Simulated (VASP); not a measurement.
# MgB2 (P6/mmm) in VASP: a series of runs

MgB2 is run at these levels: PBEsol; tasks: single point.

All numbers are computed with VASP 6.6.1; they aren't measurements. Logs are shortened: lines on timing, memory, paths and dates and some standing lists are left out, and cuts for length are marked.

## 1. The cell of the first run

It takes space group P6/mmm (No. 191, hexagonal). Conventional cell: a = 3.048 Å, b = 3.048 Å, c = 3.465 Å, α = 90.00°, β = 90.00°, γ = 120.00°. Mg (site symmetry 6/mmm) has 12 B at 2.47 Å and 6 Mg at 3.05 Å within 3.3 Å. B (site symmetry -6m2) has 3 B at 1.76 Å within 2.3 Å.

## 2. Single point, PBEsol (volume scaled by 0.98, then relaxed in part)

Input file INCAR:

```
SYSTEM = MgB2
ALGO = Normal
EDIFF = 1E-7
ENCUT = 520
GGA = PS
ISIF = 2
ISMEAR = -1
LASPH = .True.
LCHARG = .False.
LREAL = .False.
LWAVE = .False.
NBANDS = 11
NELM = 80
PREC = Accurate
SIGMA = 0.15
```

Input file KPOINTS:

```
k-points
0
Gamma
  15 15 12
  0 0 0
```

Input file POSCAR:

```
MgB2
1.0
    3.0480625360      0.0000000000      0.0000000000
   -1.5240312680      2.6396995885      0.0000000000
    0.0000000000      0.0000000000      3.4649565138
Mg B
1 2
Direct
    0.0000000000      0.0000000000      0.0000000000
    0.3333333333      0.6666666667      0.5000000000
    0.6666666667      0.3333333333      0.5000000000
```

Potentials or basis: VASP PAW PBE potentials, release 64 (Mg, B).

On the command line:

```bash
$ cat potpaw_PBE.64/Mg/POTCAR potpaw_PBE.64/B/POTCAR > POTCAR
$ mpirun -np 1 vasp_std > vasp.out
```

OUTCAR:

```text
SYSTEM = MgB2
   EDIFF = 1E-7
   ENCUT = 520
   GGA = PS
   ISIF = 2
   ISMEAR = -1
   LASPH = .True.
   LREAL = .False.
   NELM = 80
   PREC = Accurate

 ion  position               nearest neighbor table
   1  0.000  0.000  0.000-   2 2.47   3 2.47   2 2.47   3 2.47   3 2.47   3 2.47   2 2.47   2 2.47
                             3 2.47   3 2.47   2 2.47   2 2.47
   2  0.333  0.667  0.500-   3 1.76   3 1.76   3 1.76   1 2.47   1 2.47   1 2.47   1 2.47   1 2.47
                             1 2.47
   3  0.667  0.333  0.500-   2 1.76   2 1.76   2 1.76   1 2.47   1 2.47   1 2.47   1 2.47   1 2.47
                             1 2.47

  LATTYP: Found a hexagonal cell.
 ALAT       =     3.0480625360
 C/A-ratio  =     1.1367734332

  Lattice vectors:

 A1 = (   3.0480625360,   0.0000000000,   0.0000000000)
 A2 = (  -1.5240312680,   2.6396995885,   0.0000000000)
 A3 = (   0.0000000000,   0.0000000000,   3.4649565138)

Analysis of symmetry for initial positions (statically):
=====================================================================
 Subroutine PRICEL returns:
 Original cell was already a primitive cell.

 Routine SETGRP: Setting up the symmetry group for a
 hexagonal supercell.

 Subroutine GETGRP returns: Found 24 space group operations
 (whereof 24 operations were pure point group operations)
 out of a pool of 24 trial point group operations.

The static configuration has the point symmetry D_6h.

Analysis of symmetry for dynamics (positions and initial velocities):
=====================================================================
 Subroutine PRICEL returns:
 Original cell was already a primitive cell.

 Routine SETGRP: Setting up the symmetry group for a
 hexagonal supercell.

 Subroutine GETGRP returns: Found 24 space group operations
 (whereof 24 operations were pure point group operations)
 out of a pool of 24 trial point group operations.

The dynamic configuration has the point symmetry D_6h.

 Subroutine INISYM returns: Found 24 space group operations
 (whereof 24 operations are pure point group operations),
 and found     1 'primitive' translations

----------------------------------------------------------------------------------------

                                     Primitive cell

  volume of cell :      27.8789

  direct lattice vectors                    reciprocal lattice vectors
     3.048062536  0.000000000  0.000000000     0.328077258  0.189415493  0.000000000
    -1.524031268  2.639699589  0.000000000     0.000000000  0.378830987  0.000000000
     0.000000000  0.000000000  3.464956514     0.000000000  0.000000000  0.288603911

  length of vectors
     3.048062536  3.048062536  3.464956514     0.378830987  0.378830987  0.288603911

  position of ions in fractional coordinates (direct lattice)
     0.000000000  0.000000000  0.000000000
     0.333333333  0.666666667  0.500000000
     0.666666667  0.333333333  0.500000000

  ion indices of the primitive-cell ions
   primitive index   ion index
                 1           1
                 2           2
                 3           3

----------------------------------------------------------------------------------------

 KPOINTS: k-points

Automatic generation of k-mesh.
 Grid dimensions read from file:
 generate k-points for:   15   15   12

 Generating k-lattice:

  Cartesian coordinates                     Fractional coordinates (reciprocal lattice)
     0.021871817  0.012627700  0.000000000     0.066666667  0.000000000  0.000000000
     0.000000000  0.025255399  0.000000000     0.000000000  0.066666667  0.000000000
     0.000000000  0.000000000  0.024050326     0.000000000  0.000000000  0.083333333

  Length of vectors
     0.025255399  0.025255399  0.024050326

  Shift w.r.t. Gamma in fractional coordinates (k-lattice)
     0.000000000  0.000000000  0.000000000

 Subroutine IBZKPT returns following result:
 ===========================================

 Found    189 irreducible k-points:

 Following reciprocal coordinates:
            Coordinates               Weight
  0.000000  0.000000  0.000000      1.000000
  0.066667 -0.000000  0.000000      6.000000
  0.133333  0.000000  0.000000      6.000000
  0.200000  0.000000  0.000000      6.000000
  0.266667  0.000000  0.000000      6.000000
  0.333333 -0.000000  0.000000      6.000000
[... 16 lines left out ...]
  0.333333  0.200000  0.000000     12.000000
  0.400000  0.200000  0.000000      6.000000
 [... further k-points ...]
   k-points           NKPTS =    189   k-points in BZ     NKDIM =    189   number of bands    NBANDS=     11
   number of dos      NEDOS =    301   number of ions     NIONS =      3
   total plane-waves  NPLWV =  16128
   dimension x,y,z NGX =    24 NGY =   24 NGZ =   28
   dimension x,y,z NGXF=    48 NGYF=   48 NGZF=   56
   ions per type =               1   2
   NGX,Y,Z   is equivalent  to a cutoff of  13.09, 13.09, 13.43 a.u.
   NGXF,Y,Z  is equivalent  to a cutoff of  26.18, 26.18, 26.87 a.u.
 SYSTEM =  MgB2
   PREC   = accura    normal or accurate (medium, high low for compatibility)
   ISTART =      0    job   : 0-new  1-cont  2-samecut
   ICHARG =      2    charge: 1-file 2-atom 10-const
   ISPIN  =      1    spin polarized calculation?
   LNONCOLLINEAR =      F non collinear calculations
   LSORBIT =      F    spin-orbit coupling
   LASPH  =      T    aspherical Exc in radial PAW
   ENCUT  =  520.0 eV  38.22 Ry    6.18 a.u.   5.67  5.67  6.44*2*pi/ulx,y,z
   NELM   =     80;   NELMIN=  2; NELMDL= -5     # of ELM steps
   EDIFF  = 0.1E-06   stopping-criterion for ELM
   LREAL  =      F    real-space projection
   EDIFFG = 0.1E-05   stopping-criterion for IOM
   NSW    =      0    number of steps for IOM
   IBRION =     -1    ionic relax: 0-MD 1-quasi-New 2-CG
   NFREE  =      0    steps in history (QN), initial steepest desc. (CG)
   ISIF   =      2    stress and relaxation
   ISYM   =      2    0-nonsym 1-usesym 2-fastsym
   POTIM  = 0.5000    time-step for ionic-motion
   TEBEG  =    0.0;   TEEND  =   0.0 temperature during run
   PSTRESS=    0.0 pullay stress
   NELECT =       8.0000    total number of electrons
   NUPDOWN=      -1.0000    fix difference up-down
   EMIN   =  10.00;   EMAX   =-10.00  energy-range for DOS
   EFERMI =   0.00;   METHOD = LEGACY
   ISMEAR =    -1;   SIGMA  =   0.15  broadening in eV -4-tet -1-fermi 0-gaus
   EFERMI_NEDOS =   21; number of points for ismear=-14 and -15
   IALGO  =     38    algorithm
   IMIX   =      4    mixing-type and parameters
     AMIX     =   0.40;   BMIX     =  1.00
     AMIX_MAG =   1.60;   BMIX_MAG =  1.00
  volume/ion in A,a.u.               =       9.29        62.71
  Fermi-wavevector in a.u.,A,eV,Ry     =   1.079807  2.040539 15.864161  1.165983
  Thomas-Fermi vector in A             =   2.215782
   LORBIT       =      0    0 simple, 1 ext, 2 COOP (PROOUT), +10 PAW based schemes
   GGA     = PS    functional components
   LHFCALC =     F    Hartree Fock is set to
   AEXX    =    0.0000 exact exchange contribution
   IVDW    =     0    specifies the selected vdW correction
   LEPSILON=     F    determine dielectric tensor
   LRPA    =     F    only Hartree local field effects (RPA)
 non-spin polarized calculation
  energy-cutoff  :      520.00
  volume of cell :       27.88
 maximum number of plane-waves:       763
 NGX is ok and might be reduce to    24
   NGX = 11   NGY = 11   NGZ = 13

 number of electron       8.0000000 magnetization

 Free energy of the ion-electron system (eV)
  ---------------------------------------------------
  ext. energy  EPLUGINS =         0.00000000
  ---------------------------------------------------
  free energy    TOTEN  =       -16.24326520 eV

  energy without entropy =      -16.19392507  energy(sigma->0) =      -16.21859513

 E-fermi :   5.4818     XC(G=0): -11.1567

 val. band max:        5.4776579272   @ k =   0.1333   0.0000   0.3333
 cond. band min:       5.4834637512   @ k =   0.2667   0.2667   0.0833
 fundamental gap:      0.0058058240
 Fermi energy:         5.4818226061

 k-point     1 :       0.0000    0.0000    0.0000
  band No.  band energies     occupation
      1      -7.1565      2.00000
      2       2.5194      2.00000
      3       5.8696      0.14016
      4       5.8696      0.14016
      5       7.2913      0.00001
      6      11.8973      0.00000
      7      11.8973      0.00000
      8      13.9731      0.00000
      9      15.7652      0.00000
     10      18.4330      0.00000
     11      21.9702      0.00000

 k-point     2 :       0.0667   -0.0000    0.0000
  band No.  band energies     occupation
      1      -7.0776      2.00000
      2       2.5961      2.00000
      3       5.4608      1.06994
      4       5.6745      0.43352
      5       7.3568      0.00001
      6      11.8669      0.00000
      7      12.2533      0.00000
      8      14.1300      0.00000
      9      15.4761      0.00000
     10      18.8298      0.00000
     11      21.6148      0.00000

 k-point     3 :       0.1333    0.0000    0.0000
  band No.  band energies     occupation
      1      -6.8415      2.00000
      2       2.8253      2.00000
      3       4.4316      1.99818
      4       5.2045      1.72792
      5       7.5642      0.00000
      6      11.6585      0.00000
      7      13.2021      0.00000
      8      14.5762      0.00000
      9      14.6742      0.00000
     10      19.8837      0.00000
     11      20.8815      0.00000
[... 267 lines left out ...]
 k-point    23 :       0.3333    0.2000    0.0000
  band No.  band energies     occupation
      1      -3.4368      2.00000
      2      -1.2083      2.00000
      3       1.0514      2.00000
      4       5.9136      0.10647
      5       8.8024      0.00000
      6      10.7439      0.00000
      7      12.0474      0.00000
      8      14.0052      0.00000
      9      15.4575      0.00000
     10      17.7549      0.00000
     11      18.5931      0.00000

 k-point    24 :       0.4000    0.2000    0.0000
  band No.  band energies     occupation
      1      -2.6871      2.00000
      2      -2.0575      2.00000
      3       0.9578      2.00000
      4       6.3122      0.00786
      5       8.3179      0.00000
      6      11.3482      0.00000
      7      11.5361      0.00000
      8      13.9562      0.00000
      9      15.3063      0.00000
     10      17.7556      0.00000
     11      19.6332      0.00000

 [... further k-points ...]
[... 5 lines left out ...]
  --------------------------------------------------------------------------------------
  -------------------------------------------------------------------------------------
  Total        0.5539060      0.5539060      0.5128784     -0.0000000     -0.0000000      0.0000000
  in kB       31.8324813     31.8324813     29.4746631     -0.0000000     -0.0000000      0.0000000
  external PRESSURE =      31.0465419 kB  Pullay stress =       0.0000000 kB

 VOLUME and BASIS-vectors are now :
 -----------------------------------------------------------------------------
  energy-cutoff  :      520.00
  volume of cell :       27.88
      direct lattice vectors                 reciprocal lattice vectors
     3.048062536  0.000000000  0.000000000     0.328077258  0.189415493  0.000000000
    -1.524031268  2.639699589  0.000000000     0.000000000  0.378830987  0.000000000
     0.000000000  0.000000000  3.464956514     0.000000000  0.000000000  0.288603911

 POSITION                                       TOTAL-FORCE (eV/Angst)
 -----------------------------------------------------------------------------------
      0.00000      0.00000      0.00000         0.000000      0.000000      0.000000
     -0.00000      1.75980      1.73248         0.000000      0.000000      0.000000
      1.52403      0.87990      1.73248        -0.000000      0.000000      0.000000
 -----------------------------------------------------------------------------------
    total drift:                                0.000000     -0.000000      0.000000

  FREE ENERGIE OF THE ION-ELECTRON SYSTEM (eV)
  ---------------------------------------------------
  free  energy   TOTEN  =       -16.2432651994 eV

  energy  without entropy=      -16.1939250678  energy(sigma->0) =      -16.21859513
```

It took 17 s on 1 thread of Intel Xeon 6975P-C (Granite Rapids), shared host; peak memory 0.18 GiB.

What came out:

```
Free energy            : -16.2433 eV
Pressure               : 3.1 GPa
Band gap on the k mesh : zero (band 4 reaches 7.35 eV, above the bottom of band 5 at 3.39 eV)
```

Levels at points of the mesh, in eV from the Fermi level:
```
           k point  band 1  band 2  band 3  band 4  band 5  band 6  band 7  band 8  band 9
(0.00, 0.00, 0.00)  -12.64   -2.96    0.39    0.39    1.81    6.42    6.42    8.49   10.28
(0.00, 0.00, 0.50)  -11.28   -7.62    0.80    0.80    6.73    6.73    8.15   10.42   10.47
```

Caveat: the cell differs from its parent crystal (volume scaled by 0.98, then relaxed in part); the PAW data sets were made with another functional, which shifts forces and pressure a little.

## 3. Single point, PBEsol

This run uses another cell than the first one, of 9.48 Å³/atom, 1.020 times its volume.

Input file INCAR:

```
  PREC = Accurate
  ENCUT = 520
  EDIFF = 1E-6
  ISMEAR = 0
  SIGMA = 0.1
  LREAL = F
  LASPH = T
  NELM = 60
  ALGO = Normal
  ISIF = 2
  LWAVE = F
  LCHARG = F
  GGA = PS
  NBANDS = 11
```

Input file KPOINTS:

```
Automatic mesh
0
Gamma
  15 15 12
```

Input file POSCAR:

```
MgB2
1.0
    3.0616909799      0.0000000000      0.0000000000
   -1.5308454900      2.6515021671      0.0000000000
    0.0000000000      0.0000000000      3.5044564399
Mg B
1 2
Direct
    0.0000000000      0.0000000000      0.0000000000
    0.3333333333      0.6666666667      0.5000000000
    0.6666666667      0.3333333333      0.5000000000
```

Potentials or basis: VASP PAW PBE potentials, release 64 (Mg, B).

On the command line:

```bash
$ cat potpaw_PBE.64/Mg/POTCAR potpaw_PBE.64/B/POTCAR > POTCAR
$ mpirun -np 1 vasp_std > vasp.out
```

It took 15 s on 1 thread of Intel Xeon 6975P-C (Granite Rapids), shared host; peak memory 0.19 GiB.

The run converged. Its results:

| Property | Result |
| --- | --- |
| Free energy | -16.2246 eV |
| Pressure | 0.0 GPa |
| Band gap on the k mesh | zero (band 4 reaches 7.16 eV, above the bottom of band 5 at 3.29 eV) |

Stress tensor (GPa, compression positive):
```
 0.09  0.00  0.00
 0.00  0.09  0.00
 0.00  0.00 -0.17
```

Levels at points of the mesh, in eV from the Fermi level:
```tsv
k point	band 1	band 2	band 3	band 4	band 5	band 6	band 7	band 8	band 9
(0.00, 0.00, 0.00)	-12.52	-2.99	0.41	0.41	1.64	6.40	6.40	8.38	10.15
(0.00, 0.00, 0.50)	-11.22	-7.54	0.79	0.79	6.71	6.71	8.11	10.06	10.25
```

Caveat: the PAW data sets were made with another functional, which shifts forces and pressure a little.
